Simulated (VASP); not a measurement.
The system is TiAl.

```
CELL_PARAMETERS angstrom
2.95719 0.00000 0.00000
-1.47860 2.56101 0.00000
0.00000 0.00000 4.79706
ATOMIC_POSITIONS crystal
Ti 0.00000 0.00000 0.00000
Al 0.33333 0.66667 0.50000
```

Base run:

- Program: VASP 6.6.1
- Functional: PBEsol
- Potentials or basis: VASP PAW PBE potentials, release 64 (Ti_sv, Al)
- Cutoff: 520 eV
- k mesh: 21 × 21 × 12
- Occupations: gaussian, width 0.15 eV
- Spin: collinear spin, ferromagnetic start
- Starting moments: [1.0, 0.0] μB
- Fixed moment: 1 μB

Its results: pressure -9.4 GPa; site moments Ti +0.64; Al +0.01 μB.

Question: The run is repeated on the same cell with these changes: fixed moment from 1 μB to 0.375 μB; moments at the start from [1.0, 0.0] to [0.38, 0.0]. What comes out?

Answer: Pressure -10.1 GPa; site moments Ti +0.23; Al +0.00 μB.

Caveats: the PAW data sets were made with another functional, which shifts forces and pressure a little; the total moment is fixed, so each spin has its own Fermi level.
